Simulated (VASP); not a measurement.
RbBr:

```
CELL_PARAMETERS angstrom
4.12608 0.00000 0.00000
0.00000 4.12608 0.00000
0.00000 0.00000 4.12608
ATOMIC_POSITIONS crystal
Rb 0.00000 0.00000 0.00000
Br 0.50000 0.50000 0.50000
```

| Quantity | Value |
| --- | --- |
| Program | VASP 6.6.1 |
| Task | relaxation of cell and atoms |
| Functional | RPBE |
| Potentials or basis | VASP PAW PBE potentials, release 64 (Rb_sv, Br) |
| Cutoff | 600 eV |
| k mesh | 7 × 7 × 7 |
| Occupations | fermi-dirac, width 0.05 eV |
| Spin | no spin polarisation |

At the start: pressure 2.5 GPa; volume 35.12 Å³/atom.

Where does the relaxation end?

Over 4 steps the energy falls by 41.6 meV/atom and the volume is 41.36 Å³/atom (+17.8 %); space group Pm-3m (No. 221, to 0.05 Å).

Step by step:
| step | energy change (eV) | largest force (eV/Å) | pressure (GPa) | volume (Å³) |
| --- | --- | --- | --- | --- |
| 1 | 0.0000 | 0.0000 | 2.46 | 70.24 |
| 2 | -0.0611 | 0.0000 | 1.10 | 75.88 |
| 3 | -0.0824 | 0.0000 | 0.20 | 81.38 |
| 4 | -0.0833 | 0.0000 | 0.03 | 82.71 |

Final structure:
```xyz
2
Lattice="4.3571 0.0000 0.0000 0.0000 4.3571 0.0000 0.0000 0.0000 4.3571" Properties=species:S:1:pos:R:3 pbc="T T T"
Rb    0.0000    0.0000    0.0000
Br    2.1785    2.1785    2.1785
```

Caveat: the volume moved by over 15 % at a fixed basis, so the end points are rough; the PAW data sets were made with another functional, which shifts forces and pressure a little.
